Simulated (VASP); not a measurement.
I:

```
I
1.0
     3.63503   -2.39502    0.00000
     3.63503    2.39502    0.00000
     0.00000    0.00000    9.79344
I
4
Cartesian
  3.6350 -1.6799 8.6613
  3.6350 -0.7152 3.7646
  3.6350 0.7152 6.0288
  3.6350 1.6799 1.1321
```

* Program: VASP 6.6.1
* Task: relaxation of volume and atoms at fixed shape
* Functional: LDA
* Potentials or basis: VASP PAW LDA potentials, release 64 (I)
* Cutoff: 500 eV
* k mesh: 5 × 5 × 2
* Occupations: fermi-dirac, width 0.02 eV
* Spin: no spin polarisation

At the start: pressure -0.9 GPa; volume 42.63 Å³/atom.

**Question.** How do energy, volume and symmetry change on relaxing?

**Answer.** Over 14 steps the energy falls by 66.7 meV/atom and the volume is 36.62 Å³/atom (-14.1 %); space group Cmce (No. 64, to 0.1 Å) before and after.

The path:
```csv
step,energy change (eV),largest force (eV/Å),pressure (GPa),volume (Å³)
1,0.0000,0.7219,-0.88,170.52
2,-0.1152,0.4401,-1.06,164.80
3,-0.2202,0.3801,-0.09,149.10
4,-0.2318,0.1464,-0.62,153.57
5,-0.2329,0.1859,-0.53,152.66
6,-0.2412,0.1965,0.49,147.81
7,-0.2420,0.1802,0.24,148.90
8,-0.2518,0.1432,0.18,148.49
9,-0.2644,0.1030,0.06,147.39
10,-0.2645,0.1079,0.04,147.29
11,-0.2658,0.0360,-0.28,147.63
12,-0.2662,0.0160,-0.18,147.51
13,-0.2666,0.0162,0.10,145.89
14,-0.2668,0.0047,0.00,146.46
```

Final structure:
```
CELL_PARAMETERS angstrom
3.45533 -2.27662 0.00000
3.45533 2.27662 0.00000
0.00000 0.00000 9.30929
ATOMIC_POSITIONS crystal
I 0.82514 0.17486 0.87692
I 0.67486 0.32514 0.37692
I 0.32514 0.67486 0.62308
I 0.17486 0.82514 0.12308
```
